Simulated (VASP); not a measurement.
Wanted: the native input for a VASP 6.6.1 run.

* Task: single point
* Functional: PBEsol
* Potentials or basis: VASP PAW PBE potentials, release 64 (Ir)
* Cutoff: 520 eV
* k mesh: 18 × 18 × 18
* Occupations: gaussian, width 0.1 eV
* Spin: no spin polarisation
* Dipole correction: no
* Further INCAR settings: ALGO = Fast; EDIFF = 1e-07; NBANDS = 10

The structure of Ir lies in POSCAR:

```
Ir
1.0
    0.0000000000      1.9769500290      1.9769500290
    1.9769500290      0.0000000000      1.9769500290
    1.9769500290      1.9769500290      0.0000000000
Ir
1
Direct
    0.0000000000      0.0000000000      0.0000000000
```

This cell differs from its parent crystal: volume scaled by 1.10.

The input as run:

INCAR

```
SYSTEM = Ir
ALGO = Fast
EDIFF = 1E-7
ENCUT = 520
GGA = PS
ISIF = 2
ISMEAR = 0
LASPH = .True.
LCHARG = .False.
LREAL = .False.
LWAVE = .False.
NBANDS = 10
NELM = 100
PREC = Accurate
SIGMA = 0.1
```

KPOINTS

```
k-points
0
Gamma
  18 18 18
  0 0 0
```

Potentials or basis: VASP PAW PBE potentials, release 64 (Ir).

Run with:

```sh
$ cat potpaw_PBE.64/Ir/POTCAR > POTCAR
$ mpirun -np 1 vasp_std > vasp.out
```

Results of the run:

```yaml
Pressure: -28.5 GPa
```

Caveat: the PAW data sets were made with another functional, which shifts forces and pressure a little.

Wall time 53 s on 1 thread of Intel Xeon 8259CL (shared host), peak memory 0.17 GiB.
